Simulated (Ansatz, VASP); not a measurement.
**One calculation of Ti, two programs**

```xyz
2
Lattice="2.9385 0.0000 0.0000 -1.4692 2.5448 0.0000 0.0000 0.0000 4.6506" Properties=species:S:1:pos:R:3 pbc="T T T"
Ti    0.1061    1.8026    1.1627
Ti    1.3632    0.7422    3.4880
```

Change from the starting cell: mode 4 (129.9 1/cm) frozen in, largest displacement +0.150 Å.

Alike in both runs: task single point; functional PBE; k mesh 24 × 24 × 14; occupations gaussian, width 0.15 eV; no spin polarisation.

```csv
,VASP,Ansatz
version,VASP 6.6.1,Ansatz 0.2.0
potentials or method,"VASP PAW PBE potentials, release 64 (Ti_sv), cutoff 520 eV","scalar-relativistic, plane waves, PAW"
valence electrons in the cell,24,24
```

Ansatz gave:

```
gap on the k mesh at the Fermi level (eV)                     : none
pressure (GPa)                                                : -0.2
traceless stress, the component that is largest in VASP (GPa) : -2.79
rms of the force components (eV/Å)                            : 0.202
```

Q: What did VASP give for the same quantities?

A: gap on the k mesh at the Fermi level (eV): none; pressure (GPa): -0.5; traceless stress, the component that is largest in VASP (GPa): -2.76; rms of the force components (eV/Å): 0.202.

Atom by atom the forces differ by 0.001 eV/Å (rms over components). A gap of «none» marks a metal or a gap that the smearing closes.
